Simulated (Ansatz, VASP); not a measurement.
# Ru: VASP beside Ansatz

```
CELL_PARAMETERS angstrom
2.66521 0.00000 0.00000
-1.33261 2.30814 0.00000
0.00000 0.00000 4.41036
ATOMIC_POSITIONS crystal
Ru 0.33333 0.66667 0.25000
Ru 0.66667 0.33333 0.75000
```

Change from the starting cell: strain -0.015 along x and y, +0.030 along z, atoms carried along.

Alike in both runs: task single point; functional PBEsol; k mesh 24 × 24 × 12; occupations gaussian, width 0.15 eV; no spin polarisation.

```csv
,VASP,Ansatz
version,VASP 6.6.1,Ansatz 0.2.0
potentials or method,"VASP PAW PBE potentials, release 64 (Ru_pv), cutoff 520 eV","scalar-relativistic, plane waves, PAW"
valence electrons in the cell,28,32
```

Ansatz gave:

| Quantity | Value |
| --- | --- |
| gap on the k mesh at the Fermi level (eV) | none |
| pressure (GPa) | -5.8 |
| traceless stress, the component that is largest in VASP (GPa) | -14.81 |

Question: What did VASP give for the same quantities?

Answer: gap on the k mesh at the Fermi level (eV): none; pressure (GPa): -5.9; traceless stress, the component that is largest in VASP (GPa): -14.80.

VASP's potentials were made for PBE, not for PBEsol. A gap of «none» marks a metal or a gap that the smearing closes. VASP's potentials hold 28 valence electrons a cell and Ansatz's 32, so a difference there can come from the potentials and not from the codes.
